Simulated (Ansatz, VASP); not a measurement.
This is a calculation of Rh for Ansatz 0.2.0.

The input input.yaml:

```yaml
crystal:
  lattice:
    - [0.0, 1.9104189093, 1.9104189093]
    - [1.9104189093, 0.0, 1.9104189093]
    - [1.9104189093, 1.9104189093, 0.0]
  atoms:
    - { symbol: Rh, position: [0.0, 0.0, 0.0] }
kpoints:
  mp_grid: { grid: [12, 12, 12] }
scf:
  occupations: { method: fermi_dirac, width: 0.05 }
hamiltonian:
  xc: pbesol
  pseudopotentials: { kind: all_electron, lapw: { basis_error: 0.0005 } }
output:
  forces: true
  stress: true
  eigenvalues: true
```

Potentials or basis: all-electron LAPW, scalar-relativistic.

Command:

```sh
$ ansatz run input.yaml --threads 1 --pin off --max-ram 3072MiB --backend cpu --events-out ev --progress --plain --runs-dir out
```

**Question.** Translate it to VASP 6.6.1. Potentials there: VASP PAW PBE potentials, release 64 (Rh_pv).

**Answer.** As run (the cutoff follows the program's own potentials):

Contents of INCAR:

```
PREC = Accurate
ENCUT = 520
EDIFF = 1E-6
ISMEAR = -1
SIGMA = 0.05
LREAL = False
LASPH = True
NELM = 60
ALGO = Normal
ISIF = 2
LWAVE = False
LCHARG = False
GGA = PS
NBANDS = 14
```

File KPOINTS:

```
Automatic mesh
0
Gamma
  12 12 12
```

Contents of POSCAR:

```
Rh
1.0
    0.0000000000      1.9104189093      1.9104189093
    1.9104189093      0.0000000000      1.9104189093
    1.9104189093      1.9104189093      0.0000000000
Rh
1
Direct
    0.0000000000      0.0000000000      0.0000000000
```

Potentials or basis: VASP PAW PBE potentials, release 64 (Rh_pv).

Run with:

```sh
$ cat potpaw_PBE.64/Rh_pv/POTCAR > POTCAR
$ mpirun -np 1 vasp_std > vasp.out
```

Both were run:

|  | VASP | Ansatz | Ansatz less VASP |
| --- | --- | --- | --- |
| gap on the k mesh at the Fermi level (eV) | none | none | - |
| pressure (GPa) | -9.0 | -9.0 | +0.07 |

VASP's potentials were made for PBE, not for PBEsol. A gap of «none» marks a metal or a gap that the smearing closes. Ansatz ran all-electron here, and VASP with PAW potentials.
